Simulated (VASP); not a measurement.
# Si8O15 (a cell with a defect) in VASP: further runs, part 2 of 2

VASP 6.6.1. Earlier steps stand in the parts before.

## 3. Single point, PBE, collinear spin

INCAR

```
SYSTEM = Si8O15
  PREC = Accurate
  ENCUT = 520
  EDIFF = 1E-6
  ISMEAR = 0
  SIGMA = 0.02
  LREAL = Auto
  LASPH = .TRUE.
  NELM = 150
  ALGO = Normal
  ISIF = 2
  LWAVE = .FALSE.
  LCHARG = .FALSE.
  ISPIN = 2
  MAGMOM = 0 0 0 0 0 0 0 0 0 0 0 0 0 0 0 0 0 0 0 0 0 0.05 0
  LORBIT = 11
  GGA = PE
  NBANDS = 82
  NELECT = 121.0
```

KPOINTS

```
Automatic mesh
0
G
  2 2 3
  0 0 0
```

POSCAR

```
Si8O15
1.0
   -4.1564000000     -4.1564000000      0.0000000000
    4.1564000000     -4.1564000000      0.0000000000
    0.0000000000      0.0000000000      5.3204000000
Si O
8 15
Direct
    0.5013848523      0.4957739871      0.0133918502
    0.0012507218      0.4993777067      0.2505054131
    0.5013625974      0.4957575065      0.4876257424
    0.0013802810      0.5006714946      0.7505027817
    0.0012341209      0.0024366038     -0.0004274115
    0.5012579396      0.0010009864      0.2505059770
    0.0012285872      0.0024378068      0.5014350425
    0.5011826340     -0.0274880907      0.7505080445
    0.1983826148      0.4972563998      0.0020413879
    0.0012281061      0.1945148446      0.2505012781
    0.8040692667      0.4971363440      0.0019032404
    0.0010261284      0.8068542489      0.2505039095
    0.1983791262      0.4972478587      0.4989654913
    0.0013515302      0.1971620874      0.7505050372
    0.8040710711      0.4971292465      0.4991028870
    0.0011234482      0.8054495477      0.7505031577
    0.6929955009      0.0032257482     -0.0051304413
    0.5013929121      0.6978270859      0.2505091722
    0.3094069387      0.0029645847     -0.0050614615
    0.5010973439      0.3001073044      0.2505022179
    0.6929944182      0.0032294774      0.5061420194
    0.5009150948      0.6516924502      0.7505219532
    0.3094072996      0.0029685545      0.5060728517
```

Potentials or basis: VASP PAW PBE potentials, release 64 (Si, O).

The run is started by

```sh
cat potpaw_PBE.64/Si/POTCAR potpaw_PBE.64/O/POTCAR > POTCAR
mpirun -np 1 vasp_std > vasp.out
```

OUTCAR:

```text
SYSTEM = Si8O15
   PREC = Accurate
   ENCUT = 520
   EDIFF = 1E-6
   ISMEAR = 0
   LREAL = Auto
   LASPH = .TRUE.
   NELM = 150
   ISIF = 2
   ISPIN = 2
   LORBIT = 11
   GGA = PE
   NELECT = 121.0

 ion  position               nearest neighbor table
   1  0.501  0.496  0.013-  22 1.67  20 1.71  18 1.73  11 1.78   9 1.78   3 2.52   3 2.80   8 3.13

   2  0.001  0.499  0.251-  13 1.76   9 1.76  15 1.76  11 1.76  10 1.79  12 1.81   4 2.66   4 2.66

   3  0.501  0.496  0.488-  22 1.67  20 1.71  18 1.73  15 1.78  13 1.78   1 2.52   1 2.80   8 3.13
[... 12 lines left out ...]
  10  0.001  0.195  0.251-   5 1.75   7 1.75   2 1.79
  11  0.804  0.497  0.002-   2 1.76   4 1.77   1 1.78
  12  0.001  0.807  0.251-   5 1.76   7 1.76   2 1.81
  13  0.198  0.497  0.499-   2 1.76   4 1.77   3 1.78
  14  0.001  0.197  0.751-   5 1.75   7 1.75   4 1.78
  15  0.804  0.497  0.499-   2 1.76   4 1.77   3 1.78
  16  0.001  0.805  0.751-   7 1.76   5 1.76   4 1.79
  17  0.693  0.003  0.995-   8 1.73   6 1.77   5 1.81
  18  0.501  0.698  0.251-   1 1.73   3 1.73   6 1.78
  19  0.309  0.003  0.995-   8 1.73   6 1.77   5 1.81
[... 1451 lines left out ...]

 VOLUME and BASIS-vectors are now :
 -----------------------------------------------------------------------------
  energy-cutoff  :      520.00
  volume of cell :      183.83
      direct lattice vectors                 reciprocal lattice vectors
    -4.156400000 -4.156400000  0.000000000    -0.120296410 -0.120296410  0.000000000
     4.156400000 -4.156400000  0.000000000     0.120296410 -0.120296410  0.000000000
     0.000000000  0.000000000  5.320400000     0.000000000  0.000000000  0.187955793

 POSITION                                       TOTAL-FORCE (eV/Angst)
 -----------------------------------------------------------------------------------
     -0.02332     -4.14459      0.07125         0.052589     -0.029503     -0.666493
      2.07042     -2.08081      1.33279        -0.105201      0.111757     -0.001102
     -0.02330     -4.14443      2.59436         0.052557     -0.032777      0.667844
      2.07525     -2.08673      3.99297        -0.068486      0.081558      0.000796
      0.00500     -0.01526      5.31813        -0.084442      0.089742     -0.066229
     -2.07927     -2.08759      1.33279        -0.112992      0.119940      0.000118
[... 15 lines left out ...]
      0.62669     -4.79070      3.99308         2.434212     -2.464437     -0.002336
     -1.27368     -1.29836      2.69251        -0.132605      0.140036      0.068610
 -----------------------------------------------------------------------------------
    total drift:                               -0.006476     -0.008693      0.006981

  FREE ENERGIE OF THE ION-ELECTRON SYSTEM (eV)
  ---------------------------------------------------
  free  energy   TOTEN  =      -183.0565513953 eV

  energy  without entropy=     -183.0565513953  energy(sigma->0) =     -183.05655140

 total charge

# of ion       s       p       d       tot
------------------------------------------
    1        0.608   0.888   0.000   1.496
    2        0.586   0.874   0.000   1.460
    3        0.608   0.888   0.000   1.496
    4        0.580   0.862   0.000   1.443
    5        0.585   0.871   0.000   1.456
    6        0.584   0.876   0.000   1.460
[... 15 lines left out ...]
   22        1.559   3.711   0.000   5.270
   23        1.553   3.671   0.000   5.224
--------------------------------------------------
tot         28.009  62.303   0.000  90.312

 magnetization (x)

# of ion       s       p       d       tot
------------------------------------------
    1        0.022   0.045   0.000   0.067
    2        0.003   0.003   0.000   0.006
    3        0.022   0.045   0.000   0.067
    4       -0.000  -0.000   0.000  -0.000
    5        0.000   0.000   0.000   0.000
    6       -0.000   0.000   0.000  -0.000
[... 15 lines left out ...]
   22        0.011   0.033   0.000   0.045
   23        0.002   0.021   0.000   0.023
--------------------------------------------------
tot          0.093   0.312   0.000   0.405
```

OSZICAR:

```text
N       E                     dE             d eps       ncg     rms          rms(c)
DAV:   1     0.630893257081E+03    0.63089E+03   -0.67065E+04  2624   0.143E+03
DAV:   2    -0.161078961740E+03   -0.79197E+03   -0.77111E+03  3090   0.326E+02
DAV:   3    -0.199849019058E+03   -0.38770E+02   -0.38543E+02  3328   0.724E+01
DAV:   4    -0.200222154108E+03   -0.37314E+00   -0.37244E+00  3256   0.790E+00
DAV:   5    -0.200226107815E+03   -0.39537E-02   -0.39517E-02  3208   0.769E-01    0.346E+01
DAV:   6    -0.182754394140E+03    0.17472E+02   -0.62329E+01  3032   0.280E+01    0.161E+01
DAV:   7    -0.182818586298E+03   -0.64192E-01   -0.24717E+00  3200   0.540E+00    0.577E+00
DAV:   8    -0.182864858624E+03   -0.46272E-01   -0.10948E-01  3088   0.151E+00    0.241E+00
DAV:   9    -0.182990056292E+03   -0.12520E+00   -0.15386E-01  2920   0.127E+00    0.750E-01
DAV:  10    -0.183052013019E+03   -0.61957E-01   -0.64865E-02  3104   0.598E-01    0.401E-01
DAV:  11    -0.183054646859E+03   -0.26338E-02   -0.10659E-02  3168   0.319E-01    0.275E-01
DAV:  12    -0.183054616906E+03    0.29953E-04   -0.96555E-03  2880   0.270E-01    0.230E-01
DAV:  13    -0.183056487397E+03   -0.18705E-02   -0.13065E-03  2920   0.103E-01    0.752E-02
DAV:  14    -0.183056525010E+03   -0.37613E-04   -0.16545E-04  3056   0.398E-02    0.253E-02
DAV:  15    -0.183056537317E+03   -0.12307E-04   -0.77241E-05  2936   0.254E-02    0.159E-02
DAV:  16    -0.183056551376E+03   -0.14058E-04   -0.10993E-05  2888   0.983E-03    0.436E-03
DAV:  17    -0.183056551395E+03   -0.19538E-07   -0.12610E-06  2432   0.418E-03
   1 F= -.18305655E+03 E0= -.18305655E+03  d E =-.162144E-12  mag=     0.9999
```

Wall time 2.8 min (1 thread of Intel Xeon 6975P-C (Granite Rapids), shared host); peak memory 0.42 GiB.

What came out:

| Quantity | Value |
| --- | --- |
| Free energy | -183.0566 eV |
| Largest force | 3.464 eV/Å |
| Net moment | 1.00 μB per cell |
| Site moments | Si +0.07, +0.01, -0.00, +0.00, +0.04 (each value once); O +0.02, +0.00, +0.01, -0.00, +0.04 (each value once) μB |
| Valence electrons inside the program's atomic spheres | Si 1.50, 1.46, 1.44 (each value once); O 5.23, 5.25, 5.24, 5.22, 5.26, 5.28, 5.27 (each value once) |

Forces on the atoms (eV/Å):
```
Si   0.053 -0.030 -0.666
Si  -0.105  0.112 -0.001
Si   0.053 -0.033  0.668
Si  -0.068  0.082  0.001
Si  -0.084  0.090 -0.066
Si  -0.113  0.120  0.000
Si  -0.085  0.090  0.067
Si  -0.303  0.304 -0.001
O   -0.193  0.053 -0.225
O   -0.086  0.083  0.000
O   -0.055  0.189 -0.218
O   -0.180  0.174  0.001
O   -0.194  0.053  0.226
O   -0.089  0.083  0.001
O   -0.055  0.190  0.218
O   -0.112  0.106  0.001
O   -0.145  0.136 -0.074
O   -0.191  0.189  0.000
O   -0.131  0.140 -0.071
O   -0.072  0.058  0.000
O   -0.146  0.135  0.073
O    2.434 -2.464 -0.002
O   -0.133  0.140  0.069
```

Levels at points of the mesh, in eV from the Fermi level:
Spin up:
```
           k point  band 57  band 58  band 59  band 60  band 61  band 62  band 63  band 64  band 65  band 66
(0.00, 0.00, 0.00)    -3.45    -3.22    -2.91    -2.08    -1.03     3.77     3.79     4.41     5.15     5.62
(0.50, 0.00, 0.00)    -3.65    -3.62    -2.95    -2.88    -0.37     3.97     4.39     5.06     5.24     5.81
(0.00, 0.50, 0.00)    -3.54    -3.31    -2.92    -2.54    -0.67     3.22     3.71     5.29     5.60     6.09
(0.50, 0.50, 0.00)    -3.47    -3.27    -3.02    -3.01    -0.47     3.59     4.36     5.82     6.17     6.35
```
Spin down:
| k point | band 56 | band 57 | band 58 | band 59 | band 60 | band 61 | band 62 | band 63 | band 64 | band 65 |
| --- | --- | --- | --- | --- | --- | --- | --- | --- | --- | --- |
| (0.00, 0.00, 0.00) | -3.51 | -3.40 | -3.16 | -2.89 | -2.05 | 0.44 | 4.27 | 4.60 | 4.69 | 5.21 |
| (0.50, 0.00, 0.00) | -3.75 | -3.62 | -3.58 | -2.92 | -2.78 | 1.08 | 4.52 | 5.12 | 5.46 | 5.56 |
| (0.00, 0.50, 0.00) | -3.77 | -3.54 | -3.28 | -2.89 | -2.52 | 0.79 | 3.70 | 4.69 | 5.31 | 5.66 |
| (0.50, 0.50, 0.00) | -3.52 | -3.44 | -3.20 | -3.00 | -2.96 | 1.03 | 4.08 | 5.50 | 5.94 | 6.19 |

Caveat: the k points lie up to 0.53 Å⁻¹ apart; the cell carries a net charge on a neutralising background, which shifts energy and pressure; the cell is charged against a uniform background, so pressure and absolute levels hang on convention.

## 4. Single point, PBE, collinear spin

INCAR

```
PREC = Accurate ; ENCUT = 520
EDIFF = 1E-7 ; ISMEAR = 0
SIGMA = 0.02 ; LREAL = Auto
LASPH = True ; NELM = 150
ALGO = Normal ; ISIF = 2
LWAVE = False ; LCHARG = False
ISPIN = 2 ; MAGMOM = 0 0 0 0 0 0 0 0 0 0 0 0 0 0 0 0 0 0 0 0 0 0.05 0
LORBIT = 11 ; GGA = PE
NELECT = 121.0 ; NBANDS = 82
```

KPOINTS

```
Automatic mesh
0
Gamma
  2 2 3
```

POSCAR

```
Si8O15
1.0
   -4.1564000000     -4.1564000000      0.0000000000
    4.1564000000     -4.1564000000      0.0000000000
    0.0000000000      0.0000000000      5.3204000000
Si O
8 15
Direct
    0.5012267828      0.4976436339      0.0310008646
    0.0007578674      0.4962712925      0.2502890760
    0.5011843182      0.4976324463      0.4695782272
    0.0010790588      0.4970792032      0.7502894519
    0.0007194928     -0.0000042104      0.0003768514
    0.5007668896      0.0023661101      0.2502892640
    0.0007129968     -0.0000030074      0.5001997970
    0.5007092676     -0.0467279376      0.7502892640
    0.1970687374      0.4958347368      0.0073913616
    0.0006835242      0.1917346742      0.2502866326
    0.8041804206      0.4956292705      0.0070363131
    0.0003903619      0.8047316187      0.2502888881
    0.1970690983      0.4958288423      0.4931862266
    0.0008745549      0.1949391300      0.7502903917
    0.8041794582      0.4956259022      0.4935408992
    0.0005834376      0.8024145895      0.7502883242
    0.6928891589      0.0084432442     -0.0032249455
    0.5009675440      0.7019277500      0.2502947147
    0.3084774083      0.0080145077     -0.0031409293
    0.5004916514      0.2987086180      0.2502845651
    0.6928879559      0.0084461313      0.5038042252
    0.4996926427      0.5343921422      0.7502862567
    0.3084777692      0.0080191993      0.5037202090
```

The run is started by

```sh
cat potpaw_PBE.64/Si/POTCAR potpaw_PBE.64/O/POTCAR > POTCAR
mpirun -np 1 vasp_std > vasp.out
```

It took 6.4 min on 1 thread of Intel Xeon Platinum 8375C at 2.90GHz (Ice Lake), shared host; peak memory 0.42 GiB.

The run converged. Its results:

- Free energy: -179.7531 eV
- Largest force: 0.067 eV/Å
- Net moment: 1.00 μB per cell
- Site moments: Si +0.01, +0.00, +0.28 (each value once); O +0.00, +0.01, -0.00, +0.04 (each value once) μB
- Valence electrons inside the program's atomic spheres: Si 1.65, 1.51, 1.42, 1.46, 1.48, 1.52 (each value once); O 5.24, 5.26, 5.23, 5.25, 5.21, 5.30, 5.34, 5.43 (each value once)

Forces in eV/Å, atoms in the order of the input:
```
Si   0.029  0.006 -0.057
Si   0.000  0.005  0.000
Si   0.027  0.004  0.056
Si   0.008 -0.003  0.000
Si   0.012 -0.009 -0.012
Si   0.032 -0.021  0.000
Si   0.012 -0.009  0.011
Si  -0.008  0.009 -0.001
O   -0.021 -0.011  0.000
O    0.019 -0.019  0.001
O    0.009  0.016  0.001
O   -0.018  0.014  0.001
O   -0.020 -0.012 -0.001
O    0.007 -0.008 -0.001
O    0.010  0.015  0.000
O   -0.014  0.010  0.000
O   -0.022 -0.011  0.000
O    0.026 -0.026  0.000
O    0.009  0.019 -0.001
O   -0.054  0.039  0.000
O   -0.023 -0.011  0.001
O   -0.029 -0.016  0.001
O    0.009  0.018  0.001
```

Levels at points of the mesh, in eV from the Fermi level:
Spin up:
```
           k point  band 57  band 58  band 59  band 60  band 61  band 62  band 63  band 64  band 65  band 66
(0.00, 0.00, 0.00)    -4.79    -4.58    -4.23    -3.64    -0.92     1.51     2.70     3.07     3.99     4.12
(0.50, 0.00, 0.00)    -5.19    -5.05    -4.43    -3.99    -0.55     1.79     3.07     3.56     4.22     4.25
(0.00, 0.50, 0.00)    -5.09    -4.48    -4.26    -3.94    -0.51     1.04     3.54     3.66     3.93     4.30
(0.50, 0.50, 0.00)    -4.95    -4.74    -4.73    -4.29    -0.33     1.15     4.14     4.32     4.38     4.73
```
Spin down:
| k point | band 58 | band 59 | band 60 | band 61 | band 62 | band 63 |
| --- | --- | --- | --- | --- | --- | --- |
| (0.00, 0.00, 0.00) | -4.52 | -4.21 | -3.62 | 0.18 | 2.31 | 2.76 |
| (0.50, 0.00, 0.00) | -5.04 | -4.41 | -3.97 | 0.66 | 2.55 | 3.21 |
| (0.00, 0.50, 0.00) | -4.44 | -4.22 | -3.93 | 0.82 | 1.51 | 3.75 |
| (0.50, 0.50, 0.00) | -4.72 | -4.70 | -4.27 | 1.01 | 1.63 | 4.35 |

Caveat: the k points lie up to 0.53 Å⁻¹ apart; the cell carries a net charge on a neutralising background, which shifts energy and pressure; the cell is charged against a uniform background, so pressure and absolute levels hang on convention.
